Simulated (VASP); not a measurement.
Input of a VASP 6.6.1 run:

INCAR

```
SYSTEM = LiTlF4
PREC = Accurate ; ENCUT = 520
EDIFF = 1E-7 ; ISMEAR = 0
SIGMA = 0.1 ; LREAL = .FALSE.
LASPH = .TRUE. ; NELM = 80
ALGO = Normal ; ISIF = 2
LWAVE = .FALSE. ; LCHARG = .TRUE.
GGA = PE ; LELF = .TRUE.
LVHAR = .TRUE. ; NBANDS = 56
```

Contents of KPOINTS:

```
Automatic mesh
0
G
  6 2 4
  0 0 0
```

POSCAR

```
LiTlF4
1.0
    3.7991289489      0.0000000000      0.0000000000
    0.0000000000      7.7379991615      0.0000000000
   -1.5084066116      0.0000000000      5.2627828880
Li Tl F
2 2 8
Direct
    0.1731604611      0.7500000000      0.9053893075
    0.8268395389      0.2500000000      0.0946106925
    0.5000000000      0.5000000000      0.5000000000
    0.5000000000      0.0000000000      0.5000000000
    0.8826206489      0.4818202659      0.2536785717
    0.8826206489      0.0181797341      0.2536785717
    0.6233192995      0.7500000000      0.7573459390
    0.6235612697      0.2500000000      0.7378558663
    0.1173793511      0.5181797341      0.7463214283
    0.1173793511      0.9818202659      0.7463214283
    0.3764387303      0.7500000000      0.2621441337
    0.3766807005      0.2500000000      0.2426540610
```

Potentials or basis: VASP PAW PBE potentials, release 64 (Li_sv, Tl_d, F).

Command:

```bash
$ cat potpaw_PBE.64/Li_sv/POTCAR potpaw_PBE.64/Tl_d/POTCAR potpaw_PBE.64/F/POTCAR > POTCAR
$ mpirun -np 1 vasp_std > vasp.out
```

Problem. What does it give for the largest force?

Solution. 0.018 eV/Å.

Problem. Estimate the band gap on the k mesh.

Solution. 1.95 eV (least direct gap 2.18 eV).

Forces in eV/Å, atoms in the order of the input:
```
Li   0.005  0.000 -0.002
Li  -0.005  0.000  0.002
Tl   0.000  0.000  0.000
Tl   0.000  0.000  0.000
F    0.015 -0.001 -0.009
F    0.015  0.001 -0.009
F   -0.003  0.000  0.015
F   -0.001  0.000  0.014
F   -0.015  0.001  0.009
F   -0.015 -0.001  0.009
F    0.001  0.000 -0.014
F    0.003  0.000 -0.015
```

Caveat: spin-orbit coupling is left out, which moves the levels of the heavy elements. A k mesh can miss the band edges.
